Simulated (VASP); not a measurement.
# Pd (Immm) in VASP: a series of runs, part 2 of 2

VASP 6.6.1. Earlier steps stand in the parts before.

**4. Single point, PBEsol (strain -0.0200 x Voigt [0, 0, 0, 0, 1, 0])**

The input, INCAR:

```
SYSTEM = Pd
PREC = Accurate
ENCUT = 520
EDIFF = 1E-6
ISMEAR = 0
SIGMA = 0.15
LREAL = .False.
LASPH = .True.
NELM = 60
ALGO = Fast
ISIF = 2
LWAVE = .False.
LCHARG = .True.
GGA = PS
LELF = .True.
LVHAR = .True.
NBANDS = 11
```

The input, KPOINTS:

```
Automatic mesh
0
Gamma
  20 20 20
  0 0 0
```

The input, POSCAR:

```
Pd
1.0
   -0.0194490000      1.9449000000      1.9449000000
    1.9254510000      0.0000000000      1.9254510000
    1.9449000000      1.9449000000     -0.0194490000
Pd
1
Direct
    0.0000000000      0.0000000000      0.0000000000
```

Potentials or basis: VASP PAW PBE potentials, release 64 (Pd).

Launch:

```bash
cat potpaw_PBE.64/Pd/POTCAR > POTCAR
mpirun -np 1 vasp_std > vasp.out
```

OUTCAR:

```text
SYSTEM = Pd
   PREC = Accurate
   ENCUT = 520
   EDIFF = 1E-6
   ISMEAR = 0
   LREAL = .False.
   LASPH = .True.
   NELM = 60
   ISIF = 2
   GGA = PS

 ion  position               nearest neighbor table
   1  0.000  0.000  0.000-

  LATTYP: Found a body centered orthorhombic cell.
 ALAT       =     2.7229989179
 B/A-ratio  =     1.0202020202
 C/A-ratio  =     1.4284985479

  Lattice vectors:

 A1 = (   1.9449000000,  -1.9449000000,  -0.0194490000)
 A2 = (  -1.9449000000,  -1.9449000000,   0.0194490000)
 A3 = (   0.0194490000,   1.9449000000,  -1.9449000000)

Analysis of symmetry for initial positions (statically):
=====================================================================
 Subroutine PRICEL returns:
 Original cell was already a primitive cell.

 Routine SETGRP: Setting up the symmetry group for a
 body centered orthorhombic supercell.

 Subroutine GETGRP returns: Found  8 space group operations
 (whereof  8 operations were pure point group operations)
 out of a pool of  8 trial point group operations.

The static configuration has the point symmetry D_2h.

Analysis of symmetry for dynamics (positions and initial velocities):
=====================================================================
 Subroutine PRICEL returns:
 Original cell was already a primitive cell.

 Routine SETGRP: Setting up the symmetry group for a
 body centered orthorhombic supercell.

 Subroutine GETGRP returns: Found  8 space group operations
 (whereof  8 operations were pure point group operations)
 out of a pool of  8 trial point group operations.

The dynamic configuration has the point symmetry D_2h.

 Subroutine INISYM returns: Found  8 space group operations
 (whereof  8 operations are pure point group operations),
 and found     1 'primitive' translations

----------------------------------------------------------------------------------------

                                     Primitive cell

  volume of cell :      14.7122

  direct lattice vectors                    reciprocal lattice vectors
[... 107 lines left out ...]
  Fermi-wavevector in a.u.,A,eV,Ry     =   1.439402  2.720075 28.189604  2.071877
  Thomas-Fermi vector in A             =   2.558261
   LORBIT       =      0    0 simple, 1 ext, 2 COOP (PROOUT), +10 PAW based schemes
   GGA     = PS    functional components
   LHFCALC =     F    Hartree Fock is set to
   AEXX    =    0.0000 exact exchange contribution
   IVDW    =     0    specifies the selected vdW correction
   LEPSILON=     F    determine dielectric tensor
   LRPA    =     F    only Hartree local field effects (RPA)
 non-spin polarized calculation
 RMM-DIIS sequential band-by-band and
 Gauss-broadening in eV      SIGMA  =   0.15
  energy-cutoff  :      520.00
  volume of cell :       14.71
 maximum number of plane-waves:       407
   NGX = 11   NGY = 11   NGZ = 11

 number of electron      10.0000000 magnetization

 Free energy of the ion-electron system (eV)
  ---------------------------------------------------
  ext. energy  EPLUGINS =         0.00000000
  ---------------------------------------------------
  free energy    TOTEN  =        -5.97033759 eV

  energy without entropy =       -5.94354000  energy(sigma->0) =       -5.95693879

 E-fermi :   9.6589     XC(G=0): -13.3971

 val. band max:        9.6587126132   @ k =  -0.4500  -0.2500   0.0500
 cond. band min:       9.6590209813   @ k =  -0.0500   0.5000   0.0500
 fundamental gap:      0.0003083681
 Fermi energy:         9.6588922946

 k-point     1 :       0.0000    0.0000    0.0000
  band No.  band energies     occupation
      1       2.4040      2.00000
      2       6.7009      2.00000
      3       6.7802      2.00000
      4       6.8855      2.00000
      5       8.4333      2.00000
      6       8.4371      2.00000
      7      26.7846      0.00000
      8      31.2464      0.00000
      9      31.5863      0.00000
     10      31.9153      0.00000
     11      36.7336      0.00000
[... 309 lines left out ...]
 k-point    24 :      -0.4000    0.0500   -0.0000
  band No.  band energies     occupation
      1       4.3974      2.00000
      2       6.7395      2.00000
      3       6.8892      2.00000
      4       8.7928      2.00000
      5       9.3321      1.99794
      6      10.3312      0.00000
      7      18.1597      0.00000
      8      26.5397      0.00000
      9      30.5182      0.00000
     10      31.5232      0.00000
     11      36.7391      0.00000

 [... further k-points ...]
[... 5 lines left out ...]
  --------------------------------------------------------------------------------------
  -------------------------------------------------------------------------------------
  Total       -0.2138647     -0.2299863     -0.2138647      0.0000000      0.0000000      0.1404960
  in kB      -23.2900963    -25.0457522    -23.2900963      0.0000000      0.0000000     15.3001615
  external PRESSURE =     -23.8753149 kB  Pullay stress =       0.0000000 kB

 VOLUME and BASIS-vectors are now :
 -----------------------------------------------------------------------------
  energy-cutoff  :      520.00
  volume of cell :       14.71
      direct lattice vectors                 reciprocal lattice vectors
    -0.019449000  1.944900000  1.944900000    -0.254537254  0.257082626  0.254537254
     1.925451000  0.000000000  1.925451000     0.259679421 -0.257082626  0.259679421
     1.944900000  1.944900000 -0.019449000     0.254537254  0.257082626 -0.254537254

 POSITION                                       TOTAL-FORCE (eV/Angst)
 -----------------------------------------------------------------------------------
      0.00000      0.00000      0.00000        -0.000000      0.000000      0.000000
 -----------------------------------------------------------------------------------
    total drift:                                0.000000     -0.000000      0.000000

  FREE ENERGIE OF THE ION-ELECTRON SYSTEM (eV)
  ---------------------------------------------------
  free  energy   TOTEN  =        -5.9703375905 eV

  energy  without entropy=       -5.9435399986  energy(sigma->0) =       -5.95693879
```

OSZICAR:

```text
N       E                     dE             d eps       ncg     rms          rms(c)
DAV:   1     0.417555959566E+02    0.41756E+02   -0.51585E+03 25764   0.853E+02
DAV:   2    -0.578681876996E+01   -0.47542E+02   -0.45933E+02 28848   0.182E+02
DAV:   3    -0.635814524823E+01   -0.57133E+00   -0.56902E+00 30928   0.213E+01
DAV:   4    -0.636060247401E+01   -0.24572E-02   -0.24569E-02 30830   0.147E+00
DAV:   5    -0.636062867714E+01   -0.26203E-04   -0.26202E-04 33572   0.138E-01    0.841E+00
RMM:   6    -0.598762688285E+01    0.37300E+00   -0.51310E-01 26969   0.660E+00    0.372E+00
RMM:   7    -0.597495020440E+01    0.12677E-01   -0.10278E-02 30962   0.116E+00    0.198E+00
RMM:   8    -0.597035587574E+01    0.45943E-02   -0.16873E-03 31266   0.405E-01    0.136E-01
RMM:   9    -0.597032962487E+01    0.26251E-04   -0.20437E-04 34562   0.121E-01    0.297E-02
RMM:  10    -0.597033598535E+01   -0.63605E-05   -0.48840E-05 34167   0.516E-02    0.953E-03
RMM:  11    -0.597033732967E+01   -0.13443E-05   -0.13919E-05 33466   0.250E-02    0.902E-03
RMM:  12    -0.597033759046E+01   -0.26079E-06   -0.34854E-06 27309   0.141E-02
   1 F= -.59703376E+01 E0= -.59569388E+01  d E =-.267976E-01
```

It took 2.1 min on 1 thread of Intel Xeon Platinum 8259CL at 2.50GHz (Skylake/Cascade Lake), shared host; peak memory 0.29 GiB.

Results:

```
Free energy            : -5.9703 eV
Pressure               : -2.4 GPa
Band gap on the k mesh : zero (band 5 reaches 9.96 eV, above the bottom of band 6 at 8.34 eV)
```

Stress tensor (GPa, compression positive):
```
-2.33  0.00  1.53
 0.00 -2.50  0.00
 1.53  0.00 -2.33
```

Caveat: the cell differs from its parent crystal (strain -0.0200 x Voigt [0, 0, 0, 0, 1, 0]); the PAW data sets were made with another functional, which shifts forces and pressure a little.

**5. Single point, PBEsol (strain +0.0100 x Voigt [0, 0, 0, 0, 1, 0])**

The input, INCAR:

```
PREC = Accurate
ENCUT = 520
EDIFF = 1E-6
ISMEAR = 0
SIGMA = 0.15
LREAL = False
LASPH = True
NELM = 60
ALGO = Fast
ISIF = 2
LWAVE = False
LCHARG = False
GGA = PS
NBANDS = 11
```

The input, KPOINTS:

```
regular mesh
0
Gamma
  20 20 20
```

The input, POSCAR:

```
Pd
1.0
    0.0097245000      1.9449000000      1.9449000000
    1.9546245000      0.0000000000      1.9546245000
    1.9449000000      1.9449000000      0.0097245000
Pd
1
Direct
    0.0000000000      0.0000000000      0.0000000000
```

Potentials or basis: VASP PAW PBE potentials, release 64 (Pd).

Launch:

```bash
cat potpaw_PBE.64/Pd/POTCAR > POTCAR
mpirun -np 1 vasp_std > vasp.out
```

OUTCAR:

```text
PREC = Accurate
   ENCUT = 520
   EDIFF = 1E-6
   ISMEAR = 0
   LREAL = False
   LASPH = True
   NELM = 60
   ISIF = 2
   GGA = PS

 ion  position               nearest neighbor table
   1  0.000  0.000  0.000-

  LATTYP: Found a body centered orthorhombic cell.
 ALAT       =     2.7367514377
 B/A-ratio  =     1.0100502513
 C/A-ratio  =     1.4213201632

  Lattice vectors:

 A1 = (   0.0097245000,  -1.9449000000,   1.9449000000)
 A2 = (  -0.0097245000,  -1.9449000000,  -1.9449000000)
 A3 = (   1.9449000000,   1.9449000000,   0.0097245000)

Analysis of symmetry for initial positions (statically):
=====================================================================
 Subroutine PRICEL returns:
 Original cell was already a primitive cell.

 Routine SETGRP: Setting up the symmetry group for a
 body centered orthorhombic supercell.

 Subroutine GETGRP returns: Found  8 space group operations
 (whereof  8 operations were pure point group operations)
 out of a pool of  8 trial point group operations.

The static configuration has the point symmetry D_2h.

Analysis of symmetry for dynamics (positions and initial velocities):
=====================================================================
 Subroutine PRICEL returns:
 Original cell was already a primitive cell.

 Routine SETGRP: Setting up the symmetry group for a
 body centered orthorhombic supercell.

 Subroutine GETGRP returns: Found  8 space group operations
 (whereof  8 operations were pure point group operations)
 out of a pool of  8 trial point group operations.

The dynamic configuration has the point symmetry D_2h.

 Subroutine INISYM returns: Found  8 space group operations
 (whereof  8 operations are pure point group operations),
 and found     1 'primitive' translations

----------------------------------------------------------------------------------------

[... 109 lines left out ...]
     AMIX     =   0.40;   BMIX     =  1.00
     AMIX_MAG =   1.60;   BMIX_MAG =  1.00
  volume/ion in A,a.u.               =      14.71        99.29
  Fermi-wavevector in a.u.,A,eV,Ry     =   1.439366  2.720007 28.188195  2.071774
  Thomas-Fermi vector in A             =   2.558229
   LORBIT       =      0    0 simple, 1 ext, 2 COOP (PROOUT), +10 PAW based schemes
   GGA     = PS    functional components
   LHFCALC =     F    Hartree Fock is set to
   AEXX    =    0.0000 exact exchange contribution
   IVDW    =     0    specifies the selected vdW correction
   LEPSILON=     F    determine dielectric tensor
   LRPA    =     F    only Hartree local field effects (RPA)
 non-spin polarized calculation
 RMM-DIIS sequential band-by-band and
 Gauss-broadening in eV      SIGMA  =   0.15
  energy-cutoff  :      520.00
  volume of cell :       14.71
 maximum number of plane-waves:       407
   NGX = 11   NGY = 11   NGZ = 11

 number of electron      10.0000000 magnetization

 Free energy of the ion-electron system (eV)
  ---------------------------------------------------
  ext. energy  EPLUGINS =         0.00000000
  ---------------------------------------------------
  free energy    TOTEN  =        -5.97136962 eV

  energy without entropy =       -5.94438300  energy(sigma->0) =       -5.95787631

 E-fermi :   9.6575     XC(G=0): -13.3968

 val. band max:        9.6559207483   @ k =  -0.4000   0.0000   0.4000
 cond. band min:       9.6579809458   @ k =  -0.2500  -0.4500   0.0500
 fundamental gap:      0.0020601975
 Fermi energy:         9.6574704215

 k-point     1 :       0.0000    0.0000    0.0000
  band No.  band energies     occupation
      1       2.4032      2.00000
      2       6.7453      2.00000
      3       6.7882      2.00000
      4       6.8376      2.00000
      5       8.4302      2.00000
      6       8.4312      2.00000
      7      26.7893      0.00000
      8      31.4089      0.00000
      9      31.5774      0.00000
     10      31.7433      0.00000
     11      36.6764      0.00000
[... 309 lines left out ...]
 k-point    24 :      -0.4000    0.0500   -0.0000
  band No.  band energies     occupation
      1       4.4104      2.00000
      2       6.7367      2.00000
      3       6.8774      2.00000
      4       8.8522      2.00000
      5       9.3639      1.99436
      6      10.3567      0.00000
      7      18.4087      0.00000
      8      26.4026      0.00000
      9      30.2059      0.00000
     10      31.4124      0.00000
     11      36.6799      0.00000

 [... further k-points ...]
[... 5 lines left out ...]
  --------------------------------------------------------------------------------------
  -------------------------------------------------------------------------------------
  Total       -0.2255382     -0.2296426     -0.2255382      0.0000000      0.0000000     -0.0697816
  in kB      -24.5595151    -25.0064495    -24.5595151      0.0000000      0.0000000     -7.5987255
  external PRESSURE =     -24.7084932 kB  Pullay stress =       0.0000000 kB

 VOLUME and BASIS-vectors are now :
 -----------------------------------------------------------------------------
  energy-cutoff  :      520.00
  volume of cell :       14.71
      direct lattice vectors                 reciprocal lattice vectors
     0.009724500  1.944900000  1.944900000    -0.258374499  0.257082626  0.258374499
     1.954624500  0.000000000  1.954624500     0.255803608 -0.257082626  0.255803608
     1.944900000  1.944900000  0.009724500     0.258374499  0.257082626 -0.258374499

 POSITION                                       TOTAL-FORCE (eV/Angst)
 -----------------------------------------------------------------------------------
      0.00000      0.00000      0.00000         0.000000      0.000000      0.000000
 -----------------------------------------------------------------------------------
    total drift:                                0.000000      0.000000     -0.000000

  FREE ENERGIE OF THE ION-ELECTRON SYSTEM (eV)
  ---------------------------------------------------
  free  energy   TOTEN  =        -5.9713696239 eV

  energy  without entropy=       -5.9443829990  energy(sigma->0) =       -5.95787631
```

stdout:

```text
POSCAR found type information on POSCAR Pd
 POSCAR found :  1 types and       1 ions
 scaLAPACK will be used
 -----------------------------------------------------------------------------
|                                                                             |
|                                                                             |
|     You enforced a specific xc type in the INCAR file but a different       |
|     I HOPE YOU KNOW WHAT YOU ARE DOING!                                     |
|                                                                             |
 -----------------------------------------------------------------------------

 LDA part: xc-table for (Slater+PW92), standard interpolation
 POSCAR, INCAR and KPOINTS ok, starting setup
 FFT: planning ... GRIDC
 FFT: planning ... GRID_SOFT
 FFT: planning ... GRID
 WAVECAR not read
 entering main loop
WARNING in EDDRMM: call to ZHEGV failed, returncode =   8  4     11
```

Run time: 2.1 min. Hardware: 1 thread of Intel Xeon Platinum 8259CL at 2.50GHz (Skylake/Cascade Lake), shared host; peak memory 0.29 GiB.

Results:

```
Free energy            : -5.9714 eV
Pressure               : -2.5 GPa
Band gap on the k mesh : zero (band 5 reaches 9.96 eV, above the bottom of band 6 at 8.35 eV)
```

Caveat: the cell differs from its parent crystal (strain +0.0100 x Voigt [0, 0, 0, 0, 1, 0]); the PAW data sets were made with another functional, which shifts forces and pressure a little.

**6. The runs side by side**

| cell | gap on the mesh (eV) | pressure (GPa) |
| --- | --- | --- |
| a = 2.751, b = 2.695 Å, angles 60.7, 61.3, 60.7°, 1 atom | none | -2.1 |
| a = 2.751, b = 2.792 Å, angles 59.5, 59.0, 59.5°, 1 atom | none | -2.3 |
| a = 2.751, b = 2.723 Å, angles 60.3, 60.7, 60.3°, 1 atom | none | -2.4 |
| a = 2.751, b = 2.764 Å, angles 59.8, 59.7, 59.8°, 1 atom | none | -2.5 |

Alike in all rows: task single point; level PBEsol; potentials or basis VASP PAW PBE potentials, release 64 (Pd); no spin polarisation; k mesh 20 × 20 × 20; cutoff (eV) 520; smearing gaussian 0.15 eV.

Caveats: the PAW data sets were made with another functional, which shifts forces and pressure a little.

Total energies depend on the potentials used, so only differences within one code and one set of settings carry meaning.
